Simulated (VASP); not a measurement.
# NaH (P6_3/mmc) in VASP: further runs

NaH is run at these levels: PBE; tasks: single point.

Program: VASP 6.6.1. These are calculated values, not measurements. Logs are shortened: lines on timing, memory, paths and dates and some standing lists are left out, and cuts for length are marked.

## (1) The cell of the first run

It takes space group P6_3/mmc (No. 194, hexagonal). The conventional cell has a = 3.277 Å, b = 3.277 Å, c = 5.765 Å, α = 90.00°, β = 90.00°, γ = 120.00°. Na (site symmetry -3m) has 6 H at 2.38 Å and 2 Na at 2.88 Å within 3.1 Å. Within 3.1 Å of H (site symmetry -6m2) lie 6 Na at 2.38 Å.

## (2) Single point, PBE (13.40 Å³/atom)

INCAR reads:

```
PREC     = Accurate       # precision mode
ENCUT    = 520            # plane-wave cutoff, eV
EDIFF    = 1E-7           # SCF threshold, eV
ISMEAR   = 0              # smearing method
SIGMA    = 0.01           # smearing width, eV
LREAL    = False          # projectors in reciprocal space
LASPH    = True           # aspherical terms in the spheres
NELM     = 100            # most SCF steps
ALGO     = Normal         # electronic algorithm
ISIF     = 2              # what is computed and relaxed
LWAVE    = False          # write WAVECAR
LCHARG   = False          # write CHGCAR
GGA      = PE             # functional
NBANDS   = 16             # bands
```

KPOINTS reads:

```
regular mesh
0
Gamma
  9 9 4
```

POSCAR reads:

```
NaH
1.0
    3.2767127925      0.0000000000      0.0000000000
   -1.6383563962      2.8377165192      0.0000000000
    0.0000000000      0.0000000000      5.7650349133
Na H
2 2
Direct
    0.0000000000      0.0000000000      0.0000000000
    0.0000000000      0.0000000000      0.5000000000
    0.3333333333      0.6666666667      0.2500000000
    0.6666666667      0.3333333333      0.7500000000
```

Potentials or basis: VASP PAW PBE potentials, release 64 (Na_pv, H).

Run with:

```sh
$ cat potpaw_PBE.64/Na_pv/POTCAR potpaw_PBE.64/H/POTCAR > POTCAR
$ mpirun -np 1 vasp_std > vasp.out
```

OUTCAR:

```text
PREC = Accurate
   ENCUT = 520
   EDIFF = 1E-7
   ISMEAR = 0
   LREAL = False
   LASPH = True
   NELM = 100
   ISIF = 2
   GGA = PE

 ion  position               nearest neighbor table
   1  0.000  0.000  0.000-
   2  0.000  0.000  0.500-
   3  0.333  0.667  0.250-
   4  0.667  0.333  0.750-

  LATTYP: Found a hexagonal cell.
 ALAT       =     3.2767127925
 C/A-ratio  =     1.7593958575

  Lattice vectors:

 A1 = (   3.2767127925,   0.0000000000,   0.0000000000)
 A2 = (  -1.6383563962,   2.8377165192,   0.0000000000)
 A3 = (   0.0000000000,   0.0000000000,   5.7650349133)

Analysis of symmetry for initial positions (statically):
=====================================================================
 Subroutine PRICEL returns:
 Original cell was already a primitive cell.

 Routine SETGRP: Setting up the symmetry group for a
 hexagonal supercell.

 Subroutine GETGRP returns: Found 24 space group operations
 (whereof 12 operations were pure point group operations)
 out of a pool of 24 trial point group operations.

The static configuration has the point symmetry D_3d.
 The point group associated with its full space group is D_6h.

Analysis of symmetry for dynamics (positions and initial velocities):
=====================================================================
 Subroutine PRICEL returns:
 Original cell was already a primitive cell.

 Routine SETGRP: Setting up the symmetry group for a
 hexagonal supercell.

 Subroutine GETGRP returns: Found 24 space group operations
 (whereof 12 operations were pure point group operations)
 out of a pool of 24 trial point group operations.

The dynamic configuration has the point symmetry D_3d.
 The point group associated with its full space group is D_6h.

 Subroutine INISYM returns: Found 24 space group operations
 (whereof 12 operations are pure point group operations),
 and found     1 'primitive' translations

----------------------------------------------------------------------------------------

                                     Primitive cell

  volume of cell :      53.6055

  direct lattice vectors                    reciprocal lattice vectors
     3.276712793  0.000000000  0.000000000     0.305183903  0.176198009  0.000000000
    -1.638356396  2.837716519  0.000000000     0.000000000  0.352396017  0.000000000
     0.000000000  0.000000000  5.765034913     0.000000000  0.000000000  0.173459487

[... 88 lines left out ...]
   LREAL  =      F    real-space projection
   EDIFFG = 0.1E-05   stopping-criterion for IOM
   NSW    =      0    number of steps for IOM
   IBRION =     -1    ionic relax: 0-MD 1-quasi-New 2-CG
   NFREE  =      0    steps in history (QN), initial steepest desc. (CG)
   ISIF   =      2    stress and relaxation
   ISYM   =      2    0-nonsym 1-usesym 2-fastsym
   POTIM  = 0.5000    time-step for ionic-motion
   TEBEG  =    0.0;   TEEND  =   0.0 temperature during run
   PSTRESS=    0.0 pullay stress
   NELECT =      16.0000    total number of electrons
   NUPDOWN=      -1.0000    fix difference up-down
   EMIN   =  10.00;   EMAX   =-10.00  energy-range for DOS
   EFERMI =   0.00;   METHOD = LEGACY
   ISMEAR =     0;   SIGMA  =   0.01  broadening in eV -4-tet -1-fermi 0-gaus
   EFERMI_NEDOS =   21; number of points for ismear=-14 and -15
   IALGO  =     38    algorithm
   IMIX   =      4    mixing-type and parameters
     AMIX     =   0.40;   BMIX     =  1.00
     AMIX_MAG =   1.60;   BMIX_MAG =  1.00
  volume/ion in A,a.u.               =      13.40        90.44
  Fermi-wavevector in a.u.,A,eV,Ry     =   1.094070  2.067492 16.286022  1.196989
  Thomas-Fermi vector in A             =   2.230367
   LORBIT       =      0    0 simple, 1 ext, 2 COOP (PROOUT), +10 PAW based schemes
   GGA     = PE    functional components
   LHFCALC =     F    Hartree Fock is set to
   AEXX    =    0.0000 exact exchange contribution
   IVDW    =     0    specifies the selected vdW correction
   LEPSILON=     F    determine dielectric tensor
   LRPA    =     F    only Hartree local field effects (RPA)
 non-spin polarized calculation
 Gauss-broadening in eV      SIGMA  =   0.01
  energy-cutoff  :      520.00
  volume of cell :       53.61
 maximum number of plane-waves:      1464
   NGX = 13   NGY = 13   NGZ = 21

 number of electron      15.9999985 magnetization

 Free energy of the ion-electron system (eV)
  ---------------------------------------------------
  ext. energy  EPLUGINS =         0.00000000
  ---------------------------------------------------
  free energy    TOTEN  =        -9.98167464 eV

  energy without entropy =       -9.98167464  energy(sigma->0) =       -9.98167464

 E-fermi :  -0.8582     XC(G=0):  -7.9388

 val. band max:       -0.9524343839   @ k =   0.3333   0.2222   0.0000
 cond. band min:       2.5264431606   @ k =   0.0000   0.0000   0.0000
 fundamental gap:      3.4788775445
 Fermi energy:        -0.8581907888

 k-point     1 :       0.0000    0.0000    0.0000
  band No.  band energies     occupation
      1     -23.2858      2.00000
      2     -23.1101      2.00000
      3     -23.1101      2.00000
      4     -23.0888      2.00000
      5     -23.0888      2.00000
      6     -23.0673      2.00000
[... 433 lines left out ...]
      3     -23.1804      2.00000
      4     -23.1584      2.00000
      5     -23.1584      2.00000
      6     -23.0855      2.00000
[... 8 lines left out ...]
     15      13.3384      0.00000
     16      14.5269      0.00000

 [... further k-points ...]

------------------------ aborting loop because EDIFF is reached ----------------------------------------

  FORCE on cell =-STRESS in cart. coord.  units (eV):
  Direction    XX          YY          ZZ          XY          YZ          ZX
  --------------------------------------------------------------------------------------
  -------------------------------------------------------------------------------------
  Total        0.4869600      0.4869600      0.5608545      0.0000000      0.0000000      0.0000000
  in kB       14.5544086     14.5544086     16.7629899      0.0000000      0.0000000      0.0000000
  external PRESSURE =      15.2906024 kB  Pullay stress =       0.0000000 kB

 VOLUME and BASIS-vectors are now :
 -----------------------------------------------------------------------------
  energy-cutoff  :      520.00
  volume of cell :       53.61
      direct lattice vectors                 reciprocal lattice vectors
     3.276712793  0.000000000  0.000000000     0.305183903  0.176198009  0.000000000
    -1.638356396  2.837716519  0.000000000     0.000000000  0.352396017  0.000000000
     0.000000000  0.000000000  5.765034913     0.000000000  0.000000000  0.173459487

 POSITION                                       TOTAL-FORCE (eV/Angst)
 -----------------------------------------------------------------------------------
      0.00000      0.00000      0.00000         0.000000      0.000000      0.000000
      0.00000      0.00000      2.88252         0.000000      0.000000      0.000000
     -0.00000      1.89181      1.44126        -0.000000      0.000000     -0.000000
      1.63836      0.94591      4.32378         0.000000     -0.000000      0.000000
 -----------------------------------------------------------------------------------
    total drift:                               -0.000000      0.000000      0.000000

  FREE ENERGIE OF THE ION-ELECTRON SYSTEM (eV)
  ---------------------------------------------------
  free  energy   TOTEN  =        -9.9816746368 eV

  energy  without entropy=       -9.9816746368  energy(sigma->0) =       -9.98167464
```

Run time: 25 s. Hardware: 1 thread of Intel Xeon 8259CL, shared host; peak memory 0.17 GiB.

Results:

| Property | Result |
| --- | --- |
| Free energy | -9.9817 eV |
| Pressure | 1.5 GPa |
| Band gap on the k mesh | 3.48 eV (least direct gap 4.66 eV) |

## (3) Single point, PBE (13.83 Å³/atom)

This run uses another cell than the first one, of 13.83 Å³/atom.

INCAR reads:

```
SYSTEM = NaH
PREC = Accurate ; ENCUT = 520
EDIFF = 1E-6 ; ISMEAR = 0
SIGMA = 0.01 ; LREAL = .False.
LASPH = .True. ; NELM = 80
ALGO = Normal ; ISIF = 2
LWAVE = .False. ; LCHARG = .True.
GGA = PE ; LELF = .True.
LVHAR = .True. ; NBANDS = 16
```

KPOINTS reads:

```
Automatic mesh
0
Gamma
  9 9 4
  0 0 0
```

POSCAR reads:

```
NaH
1.0
    3.3112070410      0.0000000000      0.0000000000
   -1.6556035205      2.8675894147      0.0000000000
    0.0000000000      0.0000000000      5.8257239512
Na H
2 2
Direct
    0.0000000000      0.0000000000      0.0000000000
    0.0000000000      0.0000000000      0.5000000000
    0.3333333333      0.6666666667      0.2500000000
    0.6666666667      0.3333333333      0.7500000000
```

Potentials or basis: VASP PAW PBE potentials, release 64 (Na_pv, H).

Run with:

```sh
$ cat potpaw_PBE.64/Na_pv/POTCAR potpaw_PBE.64/H/POTCAR > POTCAR
$ mpirun -np 1 vasp_std > vasp.out
```

OUTCAR:

```text
SYSTEM = NaH
   PREC = Accurate
   ENCUT = 520
   EDIFF = 1E-6
   ISMEAR = 0
   LREAL = .False.
   LASPH = .True.
   NELM = 80
   ISIF = 2
   GGA = PE

 ion  position               nearest neighbor table
   1  0.000  0.000  0.000-
   2  0.000  0.000  0.500-
   3  0.333  0.667  0.250-
   4  0.667  0.333  0.750-

  LATTYP: Found a hexagonal cell.
 ALAT       =     3.3112070410
 C/A-ratio  =     1.7593958575

  Lattice vectors:
[... 652 lines left out ...]

  FORCE on cell =-STRESS in cart. coord.  units (eV):
  Direction    XX          YY          ZZ          XY          YZ          ZX
  --------------------------------------------------------------------------------------
  -------------------------------------------------------------------------------------
  Total        0.2262982      0.2262982      0.2682835      0.0000000      0.0000000      0.0000000
  in kB        6.5544841      6.5544841      7.7705417      0.0000000      0.0000000      0.0000000
  external PRESSURE =       6.9598367 kB  Pullay stress =       0.0000000 kB

 VOLUME and BASIS-vectors are now :
 -----------------------------------------------------------------------------
  energy-cutoff  :      520.00
  volume of cell :       55.32
      direct lattice vectors                 reciprocal lattice vectors
     3.311207041  0.000000000  0.000000000     0.302004673  0.174362479  0.000000000
    -1.655603520  2.867589415  0.000000000     0.000000000  0.348724959  0.000000000
     0.000000000  0.000000000  5.825723951     0.000000000  0.000000000  0.171652486

 POSITION                                       TOTAL-FORCE (eV/Angst)
 -----------------------------------------------------------------------------------
      0.00000      0.00000      0.00000         0.000000      0.000000      0.000000
      0.00000      0.00000      2.91286         0.000000      0.000000      0.000000
     -0.00000      1.91173      1.45643        -0.000000      0.000000      0.000000
      1.65560      0.95586      4.36929         0.000000     -0.000000     -0.000000
 -----------------------------------------------------------------------------------
    total drift:                               -0.000000     -0.000000      0.000000

  FREE ENERGIE OF THE ION-ELECTRON SYSTEM (eV)
  ---------------------------------------------------
  free  energy   TOTEN  =        -9.9942017592 eV

  energy  without entropy=       -9.9942017592  energy(sigma->0) =       -9.99420176
```

Run time: 46 s. Hardware: 1 thread of Intel Xeon 8259CL, shared host; peak memory 0.18 GiB.

What came out:

```
Free energy            : -9.9942 eV
Pressure               : 0.7 GPa
Band gap on the k mesh : 3.42 eV (least direct gap 4.58 eV)
```

Levels at points of the mesh, in eV from the valence-band top:
```csv
k point,band 5,band 6,band 7,band 8,band 9,band 10,band 11,band 12
"(0.00, 0.00, 0.00)",-22.19,-22.17,-3.65,-1.15,3.42,10.49,11.53,13.95
"(0.00, 0.00, 0.50)",-22.20,-22.20,-2.71,-2.71,6.66,6.66,12.11,12.11
```

A k mesh can miss the band edges.
